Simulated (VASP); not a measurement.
# Si32C (a cell with a defect) in VASP: single point with PBE

Aim: the single point of Si32C (a cell with a defect) with PBE.

Everything below comes from runs of VASP 6.6.1. Logs are shortened: lines on timing, memory, paths and dates and some standing lists are left out, and cuts for length are marked.

### Step 1. The cell of the first run

The cell holds a defect, 33 atoms: a = 9.474 Å, b = 9.474 Å, c = 9.474 Å, α = 109.47°, β = 109.47°, γ = 109.47°.

### Step 2. Single point, PBE

INCAR reads:

```
PREC = Accurate
ENCUT = 520
EDIFF = 1E-6
ISMEAR = 0
SIGMA = 0.02
LREAL = Auto
LASPH = T
NELM = 100
ALGO = Normal
ISIF = 2
LWAVE = F
LCHARG = F
GGA = PE
NBANDS = 88
```

KPOINTS reads:

```
Automatic mesh
0
Gamma
  2 2 2
  0.5 0.5 0.5
```

POSCAR reads:

```
Si32C
1.0
   -5.4700936587      5.4700936587     -5.4700936587
    5.4700936587      5.4700936587      5.4700936587
    5.4700936587     -5.4700936587     -5.4700936587
Si C
32 1
Direct
    0.2474560007      0.2524124971      0.7494777523
   -0.0022864325      0.4981014348      0.7504325805
    0.4853283446      0.2369215375      0.4839647482
    0.7415554930      0.7513922533      0.7452537844
    0.2503697533      0.5025498047      0.4997906198
    0.5158705090      0.0252800059      0.7631138076
    0.0062986124      0.7598257469      0.5263853198
    0.7507277309      0.2527375373      0.2540821212
    0.5076920384      0.5031351695      0.2522049139
    0.7451365103      0.0027059866      0.4986975855
    0.0083620140      0.2410463298      0.0009621407
    0.2356550144      0.7346128331      0.2422258343
   -0.0096207676     -0.0114058376      0.2460779621
    0.7223669733      0.4972446853     -0.0476094225
    0.4943906208      0.7545997852     -0.0002953332
    0.2500705811     -0.0002537434      0.0008850854
    0.2431675915      0.2463732038      0.4960916886
    0.0013633222      0.5013184730      0.5042066319
    0.4977783142      0.2484540640      0.2455316278
    0.7500848717      0.7572127204      0.5028882816
    0.2548445396      0.4948390592      0.2489119172
    0.4909861088     -0.0071163315      0.4941443728
    0.0081492206      0.7506171295      0.2799399966
    0.7915294088      0.2866059702      0.0337543581
    0.4958871217      0.5058147397     -0.0012270357
    0.7459467341      0.0006511772      0.2491768121
   -0.0032672201      0.2481272872      0.7502027856
    0.2438435397      0.7493073713      0.0006585810
   -0.0029099136     -0.0112962417     -0.0022723560
    0.7353739718      0.4923904723      0.7145375827
    0.4984521601      0.7611003138      0.7532860052
    0.2606374934      0.0118374573      0.7614009485
   -0.0819125828      0.5245126828      0.1060020241
```

Potentials or basis: VASP PAW PBE potentials, release 64 (Si, C).

Command:

```console
$ cat potpaw_PBE.64/Si/POTCAR potpaw_PBE.64/C/POTCAR > POTCAR
$ mpirun -np 1 vasp_std > vasp.out
```

OUTCAR:

```text
PREC = Accurate
   ENCUT = 520
   EDIFF = 1E-6
   ISMEAR = 0
   LREAL = Auto
   LASPH = T
   NELM = 100
   ISIF = 2
   GGA = PE

 ion  position               nearest neighbor table
   1  0.247  0.252  0.749-  32 2.36  27 2.36  17 2.37  25 2.37
   2  0.998  0.498  0.750-  18 2.35  28 2.36  27 2.36  30 2.37
   3  0.485  0.237  0.484-  30 2.33  19 2.34  22 2.36  17 2.36
   4  0.742  0.751  0.745-  20 2.34  30 2.35  29 2.36  31 2.36
   5  0.250  0.503  0.500-  21 2.37  18 2.37  17 2.39  31 2.40
   6  0.516  0.025  0.763-  32 2.37  22 2.38  31 2.42  24 2.55
   7  0.006  0.760  0.526-  23 2.31  32 2.35  20 2.35  18 2.37
   8  0.751  0.253  0.254-  24 2.35  19 2.36  26 2.36  18 2.37
   9  0.508  0.503  0.252-  21 2.36  20 2.36  19 2.36  25 2.38
  10  0.745  0.003  0.499-  20 2.36  26 2.36  22 2.36  27 2.36
  11  0.008  0.241  0.001-  24 2.33  29 2.35  21 2.36  27 2.37
  12  0.236  0.735  0.242-  23 2.34  21 2.36  28 2.36  22 2.42  33 2.53
  13  0.990  0.989  0.246-  26 2.37  29 2.38  17 2.40  23 2.43
  14  0.722  0.497  0.952-  33 1.80  30 2.28  25 2.35  24 2.56  23 2.80
  15  0.494  0.755  1.000-  25 2.36  26 2.36  28 2.36  31 2.37
  16  0.250  1.000  0.001-  19 2.34  32 2.34  28 2.35  29 2.35
  17  0.243  0.246  0.496-   3 2.36   1 2.37   5 2.39  13 2.40
  18  0.001  0.501  0.504-   2 2.35   8 2.37   5 2.37   7 2.37
  19  0.498  0.248  0.246-   3 2.34  16 2.34   8 2.36   9 2.36
  20  0.750  0.757  0.503-   4 2.34   7 2.35  10 2.36   9 2.36
  21  0.255  0.495  0.249-  12 2.36   9 2.36  11 2.36   5 2.37
  22  0.491  0.993  0.494-   3 2.36  10 2.36   6 2.38  12 2.42
  23  0.008  0.751  0.280-  33 1.88   7 2.31  12 2.34  13 2.43  14 2.80
  24  0.792  0.287  0.034-  33 1.90  11 2.33   8 2.35   6 2.55  14 2.56
  25  0.496  0.506  0.999-  14 2.35  15 2.36   1 2.37   9 2.38
  26  0.746  0.001  0.249-   8 2.36  15 2.36  10 2.36  13 2.37
  27  0.997  0.248  0.750-   2 2.36  10 2.36   1 2.36  11 2.37
  28  0.244  0.749  0.001-  16 2.35  15 2.36   2 2.36  12 2.36
  29  0.997  0.989  0.998-  11 2.35  16 2.35   4 2.36  13 2.38
  30  0.735  0.492  0.715-  14 2.28   3 2.33   4 2.35   2 2.37
  31  0.498  0.761  0.753-   4 2.36  15 2.37   5 2.40   6 2.42
  32  0.261  0.012  0.761-  16 2.34   7 2.35   1 2.36   6 2.37
  33  0.918  0.525  0.106-  14 1.80  23 1.88  24 1.90  12 2.53

  LATTYP: Found a body centered cubic cell.
 ALAT       =    10.9401873174

  Lattice vectors:

 A1 = (  -5.4700936587,   5.4700936587,  -5.4700936587)
 A2 = (   5.4700936587,   5.4700936587,   5.4700936587)
 A3 = (   5.4700936587,  -5.4700936587,  -5.4700936587)

Analysis of symmetry for initial positions (statically):
=====================================================================
 Subroutine PRICEL returns:
 Original cell was already a primitive cell.

 Routine SETGRP: Setting up the symmetry group for a
 body centered cubic supercell.

 Subroutine GETGRP returns: Found  1 space group operations
 (whereof  1 operations were pure point group operations)
 out of a pool of 48 trial point group operations.

The static configuration has the point symmetry C_1 .

Analysis of symmetry for dynamics (positions and initial velocities):
=====================================================================
 Subroutine PRICEL returns:
 Original cell was already a primitive cell.

 Routine SETGRP: Setting up the symmetry group for a
 body centered cubic supercell.

 Subroutine GETGRP returns: Found  1 space group operations
 (whereof  1 operations were pure point group operations)
 out of a pool of 48 trial point group operations.

The dynamic configuration has the point symmetry C_1 .

 Subroutine INISYM returns: Found  1 space group operations
 (whereof  1 operations are pure point group operations),
 and found     1 'primitive' translations

----------------------------------------------------------------------------------------

                                     Primitive cell

  volume of cell :     654.7029

  direct lattice vectors                    reciprocal lattice vectors
    -5.470093659  5.470093659 -5.470093659     0.000000000  0.091406113 -0.091406113
     5.470093659  5.470093659  5.470093659     0.091406113  0.091406113  0.000000000
     5.470093659 -5.470093659 -5.470093659     0.091406113  0.000000000 -0.091406113

  length of vectors
     9.474480139  9.474480139  9.474480139     0.129267765  0.129267765  0.129267765

  position of ions in fractional coordinates (direct lattice)
     0.247456001  0.252412497  0.749477752
     0.997713567  0.498101435  0.750432580
     0.485328345  0.236921538  0.483964748
     0.741555493  0.751392253  0.745253784
     0.250369753  0.502549805  0.499790620
     0.515870509  0.025280006  0.763113808
[... 25 lines left out ...]
     0.260637493  0.011837457  0.761400948
     0.918087417  0.524512683  0.106002024

  ion indices of the primitive-cell ions
   primitive index   ion index
                 1           1
                 2           2
                 3           3
                 4           4
                 5           5
                 6           6
[... 25 lines left out ...]
                32          32
                33          33

----------------------------------------------------------------------------------------

 KPOINTS: Automatic mesh

Automatic generation of k-mesh.
 Grid dimensions read from file:
 generate k-points for:    2    2    2

 Generating k-lattice:

  Cartesian coordinates                     Fractional coordinates (reciprocal lattice)
     0.000000000  0.045703057 -0.045703057     0.500000000  0.000000000  0.000000000
     0.045703057  0.045703057  0.000000000     0.000000000  0.500000000  0.000000000
     0.045703057  0.000000000 -0.045703057     0.000000000  0.000000000  0.500000000

  Length of vectors
     0.064633882  0.064633882  0.064633882

  Shift w.r.t. Gamma in fractional coordinates (k-lattice)
     0.500000000  0.500000000  0.500000000

 Subroutine IBZKPT returns following result:
 ===========================================

 Found      4 irreducible k-points:

 Following reciprocal coordinates:
            Coordinates               Weight
  0.250000  0.250000  0.250000      2.000000
 -0.250000  0.250000  0.250000      2.000000
  0.250000 -0.250000  0.250000      2.000000
  0.250000  0.250000 -0.250000      2.000000
   k-points           NKPTS =      4   k-points in BZ     NKDIM =      4   number of bands    NBANDS=     88
   number of dos      NEDOS =    301   number of ions     NIONS =     33
   total plane-waves  NPLWV = 343000
   dimension x,y,z NGX =    70 NGY =   70 NGZ =   70
   dimension x,y,z NGXF=   140 NGYF=  140 NGZF=  140
   ions per type =              32   1
   NGX,Y,Z   is equivalent  to a cutoff of  12.28, 12.28, 12.28 a.u.
   NGXF,Y,Z  is equivalent  to a cutoff of  24.57, 24.57, 24.57 a.u.
 SYSTEM =  unknown system
   PREC   = accura    normal or accurate (medium, high low for compatibility)
   ISTART =      0    job   : 0-new  1-cont  2-samecut
   ICHARG =      2    charge: 1-file 2-atom 10-const
   ISPIN  =      1    spin polarized calculation?
   LNONCOLLINEAR =      F non collinear calculations
   LSORBIT =      F    spin-orbit coupling
   LASPH  =      T    aspherical Exc in radial PAW
   ENCUT  =  520.0 eV  38.22 Ry    6.18 a.u.  17.62 17.62 17.62*2*pi/ulx,y,z
   NELM   =    100;   NELMIN=  2; NELMDL= -5     # of ELM steps
   EDIFF  = 0.1E-05   stopping-criterion for ELM
   LREAL  =      T    real-space projection
   EDIFFG = 0.1E-04   stopping-criterion for IOM
   NSW    =      0    number of steps for IOM
   IBRION =     -1    ionic relax: 0-MD 1-quasi-New 2-CG
   NFREE  =      0    steps in history (QN), initial steepest desc. (CG)
   ISIF   =      2    stress and relaxation
   ISYM   =      2    0-nonsym 1-usesym 2-fastsym
   POTIM  = 0.5000    time-step for ionic-motion
   TEBEG  =    0.0;   TEEND  =   0.0 temperature during run
   PSTRESS=    0.0 pullay stress
   NELECT =     132.0000    total number of electrons
   NUPDOWN=      -1.0000    fix difference up-down
   EMIN   =  10.00;   EMAX   =-10.00  energy-range for DOS
   EFERMI =   0.00;   METHOD = LEGACY
   ISMEAR =     0;   SIGMA  =   0.02  broadening in eV -4-tet -1-fermi 0-gaus
   EFERMI_NEDOS =   21; number of points for ismear=-14 and -15
   IALGO  =     38    algorithm
   IMIX   =      4    mixing-type and parameters
     AMIX     =   0.40;   BMIX     =  1.00
     AMIX_MAG =   1.60;   BMIX_MAG =  1.00
  volume/ion in A,a.u.               =      19.84       133.88
  Fermi-wavevector in a.u.,A,eV,Ry     =   0.959956  1.814054 12.537983  0.921516
  Thomas-Fermi vector in A             =   2.089198
   LORBIT       =      0    0 simple, 1 ext, 2 COOP (PROOUT), +10 PAW based schemes
   GGA     = PE    functional components
   LHFCALC =     F    Hartree Fock is set to
   AEXX    =    0.0000 exact exchange contribution
   IVDW    =     0    specifies the selected vdW correction
   LEPSILON=     F    determine dielectric tensor
   LRPA    =     F    only Hartree local field effects (RPA)
 non-spin polarized calculation
 Gauss-broadening in eV      SIGMA  =   0.02
  energy-cutoff  :      520.00
  volume of cell :      654.70
 maximum number of plane-waves:     17628
 NGX is ok and might be reduce to    70
   NGX = 35   NGY = 35   NGZ = 35

 number of electron     132.0000000 magnetization

 Free energy of the ion-electron system (eV)
  ---------------------------------------------------
  ext. energy  EPLUGINS =         0.00000000
  ---------------------------------------------------
  free energy    TOTEN  =      -178.88250753 eV

  energy without entropy =     -178.88250753  energy(sigma->0) =     -178.88250753

 E-fermi :   5.8049     XC(G=0):  -9.4039

 val. band max:        5.6646358873   @ k =   0.2500  -0.2500   0.2500
 cond. band min:       6.2320724761   @ k =  -0.2500   0.2500   0.2500
 fundamental gap:      0.5674365889
 Fermi energy:         5.8048884589

 k-point     1 :       0.2500    0.2500    0.2500
  band No.  band energies     occupation
      1      -7.3909      2.00000
      2      -5.4150      2.00000
      3      -5.3891      2.00000
      4      -5.3487      2.00000
      5      -4.6918      2.00000
      6      -3.9013      2.00000
[... 70 lines left out ...]
     77       7.4055      0.00000
     78       7.5298      0.00000
[... 241 lines left out ...]
     77       8.0071      0.00000
     78       8.0688      0.00000
 [bands above 78 left out]

------------------------ aborting loop because EDIFF is reached ----------------------------------------

  FORCE on cell =-STRESS in cart. coord.  units (eV):
  Direction    XX          YY          ZZ          XY          YZ          ZX
  --------------------------------------------------------------------------------------
  -------------------------------------------------------------------------------------
  Total        1.9129771     -2.9622851      9.0764917     -4.2546294      1.1715676     -1.5157181
  in kB        4.6814035     -7.2492514     22.2118289    -10.4118534      2.8670395     -3.7092383
  external PRESSURE =       6.5479937 kB  Pullay stress =       0.0000000 kB

 VOLUME and BASIS-vectors are now :
 -----------------------------------------------------------------------------
  energy-cutoff  :      520.00
  volume of cell :      654.70
      direct lattice vectors                 reciprocal lattice vectors
    -5.470093659  5.470093659 -5.470093659     0.000000000  0.091406113 -0.091406113
     5.470093659  5.470093659  5.470093659     0.091406113  0.091406113  0.000000000
     5.470093659 -5.470093659 -5.470093659     0.091406113  0.000000000 -0.091406113

 POSITION                                       TOTAL-FORCE (eV/Angst)
 -----------------------------------------------------------------------------------
      4.12683     -1.36539     -4.07260        -0.003716     -0.022209      0.030219
      1.37201      4.07731     -6.83786         0.033690     -0.019563     -0.030929
      1.28852      1.30344     -4.00614        -0.005775      0.018760      0.028423
      4.13042      4.08996     -4.02280         0.005145      0.026475      0.007991
      4.11335      1.38464     -1.35445         0.011924      0.003544     -0.002437
      1.49073     -1.21416     -6.85788         0.057061      0.049288      0.004365
[... 25 lines left out ...]
      2.80398     -2.67447     -5.52589        -0.004538     -0.008450      0.022708
     -1.57305      7.31132     -2.73273        -0.068380     -0.336716      0.258560
 -----------------------------------------------------------------------------------
    total drift:                                0.002183     -0.001383      0.003427

  FREE ENERGIE OF THE ION-ELECTRON SYSTEM (eV)
  ---------------------------------------------------
  free  energy   TOTEN  =      -178.8825075305 eV

  energy  without entropy=     -178.8825075305  energy(sigma->0) =     -178.88250753
```

It took 13 min on 1 thread of Intel Xeon 8259CL, shared host; peak memory 0.73 GiB.

What came out:

* Free energy: -178.8825 eV
* Pressure: 0.7 GPa
* Largest force: 0.430 eV/Å
* Band gap on the k mesh: 0.57 eV

Forces in eV/Å, atoms in the order of the input:
```
Si  -0.004 -0.022  0.030
Si   0.034 -0.020 -0.031
Si  -0.006  0.019  0.028
Si   0.005  0.026  0.008
Si   0.012  0.004 -0.002
Si   0.057  0.049  0.004
Si  -0.062  0.033  0.023
Si   0.009 -0.042 -0.052
Si   0.021 -0.012  0.020
Si  -0.019  0.038 -0.054
Si  -0.008  0.002 -0.023
Si   0.169  0.255 -0.205
Si  -0.063 -0.057 -0.046
Si   0.054 -0.034  0.223
Si   0.019  0.000  0.025
Si  -0.011  0.008  0.003
Si  -0.013 -0.015  0.008
Si   0.021 -0.019 -0.026
Si  -0.011  0.011  0.019
Si  -0.024  0.018 -0.010
Si   0.055  0.013  0.048
Si   0.021  0.137 -0.092
Si  -0.229  0.025 -0.100
Si  -0.005 -0.042 -0.116
Si   0.026 -0.055  0.080
Si  -0.023 -0.012 -0.031
Si   0.006 -0.005 -0.010
Si   0.036 -0.007 -0.014
Si  -0.003  0.002 -0.031
Si  -0.013  0.015  0.044
Si   0.022  0.029 -0.003
Si  -0.005 -0.008  0.023
C   -0.068 -0.337  0.259
```

Stress tensor (GPa, compression positive):
```
 0.47 -1.04 -0.37
-1.04 -0.72  0.29
-0.37  0.29  2.22
```

Caveat: semilocal functionals underestimate gaps, and a narrow one can read as zero.
